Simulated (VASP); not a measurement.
Input of a VASP 6.6.1 run:

Contents of INCAR:

```
SYSTEM = KZn2RuF6
ALGO = Normal
EDIFF = 1E-7
ENCUT = 520
GGA = PE
ISIF = 2
ISMEAR = 0
ISPIN = 2
LASPH = .True.
LCHARG = .True.
LDAU = .True.
LDAUJ = 0 0 0 0
LDAUL = -1 2 -1 -1
LDAUPRINT = 1
LDAUTYPE = 2
LDAUU = 0 1 0 0
LELF = .True.
LMAXMIX = 4
LORBIT = 11
LREAL = .False.
LVHAR = .True.
LWAVE = .False.
MAGMOM = 0 2 0 0 0 0 0 0 0 0
NBANDS = 60
NELM = 150
PREC = Accurate
SIGMA = 0.02
```

The input KPOINTS:

```
k-points
0
Gamma
  2 3 3
  0 0 0
```

Contents of POSCAR:

```
KZn2RuF6
1.0
    8.1000000000      0.0000000000      0.0000000000
    0.0000000000      4.0500000000      0.0000000000
    0.0000000000      0.0000000000      4.0500000000
K Ru Zn F
1 1 2 6
Direct
    0.9964213300      0.0075355700      0.9910138300
    0.4996930800      0.0026893300      0.9916756800
    0.2432417000      0.4997830100      0.4954644000
    0.7484106600      0.4976856300      0.4767793800
    0.2467722900      0.4963020400      0.9916390500
    0.7602143400      0.4874099600      0.9947279800
    0.0086600900      0.5034669700      0.5252506200
    0.4989180600      0.5102391700      0.4885591700
    0.2415944100      0.9912689100      0.4845632100
    0.7543169400      0.0028906300      0.4892315000
```

Potentials or basis: VASP PAW PBE potentials, release 64 (K_sv, Ru_pv, Zn, F).

The run is started by

```sh
$ cat potpaw_PBE.64/K_sv/POTCAR potpaw_PBE.64/Ru_pv/POTCAR potpaw_PBE.64/Zn/POTCAR potpaw_PBE.64/F/POTCAR > POTCAR
$ mpirun -np 1 vasp_std > vasp.out
```

Q: Estimate the pressure.

A: 4.2 GPa.

Q: Predict the site moments.

A: K +0.00; Ru +2.74; Zn +0.00, +0.01; F +0.01, +0.00, +0.02 (each value once) μB.

Q: What does it give for the largest force?

A: 1.455 eV/Å.

Q: What does it give for the net moment?

A: 3.11 μB per cell.

Eigenvalues of the final occupation matrices:
```tsv
site	spin	trace	eigenvalues
site 2 d	1	4.45	0.88 0.88 0.89 0.89 0.90
site 2 d	2	1.71	0.01 0.01 0.02 0.81 0.86
```

Caveat: the k points lie up to 0.52 Å⁻¹ apart. The state reached can hang on the start; a lower one may exist.
